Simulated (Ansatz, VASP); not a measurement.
# AlNi: VASP beside Ansatz

```
CELL_PARAMETERS angstrom
2.02120 -2.02115 0.00000
2.02120 2.02115 0.00000
0.00000 0.00000 2.86887
ATOMIC_POSITIONS crystal
Al 0.98006 0.00000 0.97351
Ni 0.50917 0.50000 0.51218
```

Change from the starting cell: mode 4 frozen in at -0.057 Å and mode 6 at -0.076 Å (largest displacements).

Alike in both runs: task single point; functional PBEsol; k mesh 16 × 16 × 16; occupations gaussian, width 0.15 eV; no spin polarisation.

|  | VASP | Ansatz |
| --- | --- | --- |
| version | VASP 6.6.1 | Ansatz 0.2.0 |
| potentials or method | VASP PAW PBE potentials, release 64 (Al, Ni), cutoff 520 eV | scalar-relativistic, plane waves, PAW |
| valence electrons in the cell | 13 | 21 |

|  | VASP | Ansatz | Ansatz less VASP |
| --- | --- | --- | --- |
| gap on the k mesh at the Fermi level (eV) | none | none | - |
| pressure (GPa) | 1.4 | 1.4 | -0.08 |
| traceless stress, the component that is largest in VASP (GPa) | -1.00 | -0.99 | +0.011 |
| rms of the force components (eV/Å) | 0.516 | 0.512 | -0.0042 |

VASP's potentials were made for PBE, not for PBEsol, and Ansatz warns of the same on its side. Atom by atom the forces differ by 0.004 eV/Å (rms over components). A gap of «none» marks a metal or a gap that the smearing closes. VASP's potentials hold 13 valence electrons a cell and Ansatz's 21, so a difference there can come from the potentials and not from the codes. Ansatz's warnings: near symmetry operations not taken.
